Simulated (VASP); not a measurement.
A run of VASP 6.6.1 is set up as follows.

File INCAR:

```
ALGO     = Normal         # electronic algorithm
EDIFF    = 1E-6           # SCF threshold, eV
ENCUT    = 520            # plane-wave cutoff, eV
GGA      = PE             # functional
ISIF     = 2              # what is computed and relaxed
ISMEAR   = 0              # smearing method
IVDW     = 13             # dispersion correction
LASPH    = T              # aspherical terms in the spheres
LCHARG   = F              # write CHGCAR
LREAL    = F              # projectors in reciprocal space
LWAVE    = F              # write WAVECAR
NBANDS   = 11             # bands
NELM     = 60             # most SCF steps
PREC     = Accurate       # precision mode
SIGMA    = 0.01           # smearing width, eV
```

Contents of KPOINTS:

```
k-points
0
Gamma
  6 6 6
```

The input POSCAR:

```
Si
1.0
    0.0000000000      2.7103610045      2.7103610045
    2.7103610045      0.0000000000      2.7103610045
    2.7103610045      2.7103610045      0.0000000000
Si
2
Direct
    0.7500000000      0.7500000000      0.7500000000
    0.5000000000      0.5000000000      0.5000000000
```

Potentials or basis: VASP PAW PBE potentials, release 64 (Si).

Command:

```bash
$ cat potpaw_PBE.64/Si/POTCAR > POTCAR
$ mpirun -np 1 vasp_std > vasp.out
```

Problem. Estimate the band gap on the k mesh.

Solution. 0.70 eV, indirect (least direct gap 2.56 eV).

Problem. Estimate the pressure.

Solution. -0.1 GPa.

A k mesh can miss the band edges. PBE gaps usually lie below the measured ones, often by a third to a half.
